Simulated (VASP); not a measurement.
**Te3Pb4Se: single point with PBE**

The system is Te3Pb4Se.

```xyz
8
Lattice="4.6494 -6.2896 0.0000 4.6494 6.2896 0.0000 -4.2755 0.0000 5.2106" Properties=species:S:1:pos:R:3 pbc="T T T"
Te    2.3642    3.1569    2.2857
Te    2.3642   -3.1569    2.2857
Te    4.9158    0.0000    4.9268
Pb   -1.8599    0.0000    2.9820
Pb    4.7405    3.0528    0.2520
Pb    2.5330    0.0000    2.9772
Pb    4.7405   -3.0528    0.2520
Se    0.3144    0.0000    4.8812
```

```
Program                : VASP 6.6.1
Task                   : single point
Functional             : PBE
Potentials or basis    : VASP PAW PBE potentials, release 64 (Te, Pb_d, Se)
Cutoff                 : 520 eV
k mesh                 : 4 × 4 × 4
Occupations            : gaussian, width 0.1 eV
Spin                   : no spin polarisation
Dipole correction      : no
Further INCAR settings : ALGO = Normal; EDIFF = 1e-06; NBANDS = 50
```

The pressure is -0.3 GPa and the largest force is 0.191 eV/Å. The band gap on the k mesh is 0.80 eV, indirect (least direct gap 1.24 eV).

Forces in eV/Å, atoms in the order of the input:
```
Te   0.046  0.004  0.165
Te   0.046 -0.004  0.165
Te   0.065  0.000  0.178
Pb  -0.036  0.000 -0.115
Pb  -0.042  0.001 -0.186
Pb  -0.048  0.000 -0.115
Pb  -0.042 -0.001 -0.186
Se   0.011  0.000  0.096
```

Stress tensor (GPa, compression positive):
```
-0.87  0.00  0.16
 0.00  0.94  0.00
 0.16  0.00 -1.07
```

Levels at points of the mesh, in eV from the valence-band top:
```
           k point  band 36  band 37  band 38  band 39  band 40  band 41  band 42  band 43  band 44  band 45
(0.00, 0.00, 0.00)    -1.62    -1.29    -1.17    -0.29     0.00     1.86     2.05     2.08     2.64     3.11
(0.50, 0.00, 0.00)    -1.78    -1.34    -1.13    -0.94    -0.82     1.61     1.69     1.73     1.96     3.05
(0.50, 0.50, 0.00)    -2.04    -1.89    -1.81    -0.57    -0.42     1.98     2.20     2.51     2.64     2.64
(0.00, 0.00, 0.50)    -1.44    -0.80    -0.70    -0.51    -0.44     0.80     0.83     1.38     1.49     1.73
(0.50, 0.00, 0.50)    -1.41    -1.04    -0.89    -0.72    -0.55     1.63     1.67     1.87     1.93     2.52
(0.50, 0.50, 0.50)    -1.25    -0.98    -0.94    -0.81    -0.70     1.33     1.40     1.61     1.64     1.87
```

Run time: 3.1 min on 1 thread of Intel(R) Xeon(R) 6975P-C (Granite Rapids) (shared host), peak memory 0.63 GiB.

Caveat: spin-orbit coupling is left out, which moves the levels of the heavy elements. A k mesh can miss the band edges.
